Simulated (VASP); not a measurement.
Write the native input for VASP 6.6.1 that does the following.

```
Task                   : single point
Functional             : PBE
Potentials or basis    : VASP PAW PBE potentials, release 64 (Sn_d, O)
Cutoff                 : 520 eV
k mesh                 : 12 × 12 × 12
Occupations            : gaussian, width 0.05 eV
Spin                   : no spin polarisation
Dipole correction      : no
Further INCAR settings : ALGO = Normal; EDIFF = 1e-06; NBANDS = 20
```

The structure of SnO2 lies in POSCAR:

```
SnO2
1.0
    1.5874934052      0.9165397449      4.8292069647
   -1.5874934052      0.9165397449      4.8292069647
    0.0000000000     -1.8330794897      4.8292069648
Sn O
1 2
Direct
    0.5000000000      0.5000000000      0.5000000000
    0.2464043750      0.2464043750      0.2464043750
    0.7535956250      0.7535956250      0.7535956250
```

This cell differs from its parent crystal: atoms shifted along a free coordinate.

These files were run (other wordings do the same):

INCAR

```
  PREC = Accurate
  ENCUT = 520
  EDIFF = 1E-6
  ISMEAR = 0
  SIGMA = 0.05
  LREAL = False
  LASPH = True
  NELM = 60
  ALGO = Normal
  ISIF = 2
  LWAVE = False
  LCHARG = True
  GGA = PE
  LELF = True
  LVHAR = True
  NBANDS = 20
```

KPOINTS

```
Automatic mesh
0
Gamma
  12 12 12
```

Potentials or basis: VASP PAW PBE potentials, release 64 (Sn_d, O).

Command:

```console
$ cat potpaw_PBE.64/Sn_d/POTCAR potpaw_PBE.64/O/POTCAR > POTCAR
$ mpirun -np 1 vasp_std > vasp.out
```

It gave:

```
Pressure               : -4.1 GPa
Largest force          : 1.601 eV/Å
Band gap on the k mesh : 1.85 eV
```

Caveat: the cell differs from its parent crystal (atoms shifted along a free coordinate); the cell stands under tension; spin-orbit coupling is left out, which moves the levels of the heavy elements; forces of over 1 eV/Å act on the atoms, so gaps and moduli don't describe the material at rest.

It took 2.1 min on 1 thread of Intel(R) Xeon(R) 6975P-C (Granite Rapids), on a shared host, peak memory 0.33 GiB.
